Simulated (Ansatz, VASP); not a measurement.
# One calculation of CO2, two programs

```
CELL_PARAMETERS angstrom
-1.97473 1.97473 3.01406
1.97473 -1.97473 3.01406
1.97473 1.97473 -3.01406
ATOMIC_POSITIONS crystal
O 0.87500 0.95980 0.58480
O 0.37500 0.29020 0.41520
O 0.04020 0.62500 0.91520
O 0.70980 0.12500 0.08480
C 0.00000 0.00000 0.00000
C 0.75000 0.25000 0.50000
```

Alike in both runs: functional LDA; k mesh 9 × 9 × 9; occupations fermi-dirac, width 0.05 eV; no spin polarisation.

```csv
,VASP,Ansatz
version,VASP 6.6.1,Ansatz 0.2.0
potentials or method,"VASP PAW LDA potentials, release 64 (O_h, C_h)",Ansatz PAW
plane-wave cutoff (eV),910,420
valence electrons in the cell,32,32
task,single point,band structure
```

Ansatz gave:

* gap on the k mesh at the Fermi level (eV): 7.46
* least direct gap on the mesh (eV): 7.94
* rms of the force components (eV/Å): 0.260

Question: Estimate VASP's values.

Answer: gap on the k mesh at the Fermi level (eV): 7.44; least direct gap on the mesh (eV): 7.92; rms of the force components (eV/Å): 0.222.

LDA's correlation is that of Perdew and Zunger in VASP and of Perdew and Wang (1992) in Ansatz. Atom by atom the forces differ by 0.038 eV/Å (rms over components).

Noted on VASP's run: the cutoff is short for stress, so the pressure is rough. Noted on Ansatz's run: Pulay correction over one GPa.
